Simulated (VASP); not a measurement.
Wanted: the native input for a VASP 6.6.1 run.

```yaml
Task: single point
Functional: PBE
Potentials_or_basis: VASP PAW PBE potentials, release 64 (Ti_sv, Al)
Cutoff: 520 eV
k_mesh: 16 × 16 × 16
Occupations: fermi-dirac, width 0.15 eV
Spin: no spin polarisation
Dipole_correction: no
Further_INCAR_settings: ALGO = Fast; EDIFF = 1e-06; NBANDS = 18
```

The structure of TiAl3 lies in POSCAR:

```
TiAl3
1.0
   -1.8316124636      1.8316124636      4.0790918494
    1.8316124636     -1.8316124636      4.0790918494
    1.8316124636      1.8316124636     -4.0790918494
Ti Al
1 3
Direct
    0.0000000000      0.0000000000      0.0000000000
    0.5000000000      0.5000000000      0.0000000000
    0.7500000000      0.2500000000      0.5000000000
    0.2500000000      0.7500000000      0.5000000000
```

The input as run:

INCAR

```
PREC = Accurate
ENCUT = 520
EDIFF = 1E-6
ISMEAR = -1
SIGMA = 0.15
LREAL = False
LASPH = True
NELM = 60
ALGO = Fast
ISIF = 2
LWAVE = False
LCHARG = False
GGA = PE
NBANDS = 18
```

KPOINTS

```
Automatic mesh
0
Gamma
  16 16 16
```

Potentials or basis: VASP PAW PBE potentials, release 64 (Ti_sv, Al).

Command:

```bash
$ cat potpaw_PBE.64/Ti_sv/POTCAR potpaw_PBE.64/Al/POTCAR > POTCAR
$ mpirun -np 1 vasp_std > vasp.out
```

Results of the run:

The pressure is 22.0 GPa.

Wall time 8.2 min on 1 thread of Intel(R) Xeon(R) Platinum 8559C (Emerald Rapids) (shared host), peak memory 0.45 GiB.
